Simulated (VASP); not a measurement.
The system is RbSrBr3.

```xyz
5
Lattice="5.9461 0.0000 0.0000 0.0000 5.9461 0.0000 0.0000 0.0000 5.9461" Properties=species:S:1:pos:R:3 pbc="T T T"
Rb    0.0000    0.0000    0.0000
Sr    2.9730    2.9730    2.9730
Br    2.9730    2.9730    0.0000
Br    2.9730    0.0000    2.9730
Br    0.0000    2.9730    2.9730
```

Base run:

* Program: VASP 6.6.1
* Functional: PBE
* Potentials or basis: VASP PAW PBE potentials, release 64 (Rb_sv, Sr_sv, Br)
* Cutoff: 520 eV
* k mesh: 4 × 4 × 4
* Occupations: fermi-dirac, width 0.02 eV
* Spin: no spin polarisation

Its results: band gap on the k mesh 3.92 eV (least direct gap 4.15 eV); pressure 0.5 GPa.

Problem. The run is repeated on the same cell with these changes: functional from PBE to r2SCAN; occupations from fermi-dirac, width 0.02 eV to gaussian, width 0.01 eV. What comes out?

Solution. Band gap on the k mesh 4.60 eV (least direct gap 4.84 eV); pressure 0.1 GPa.

Caveats: the PAW data sets were made with another functional, which shifts forces and pressure a little (at least some runs).

A k mesh can miss the band edges.
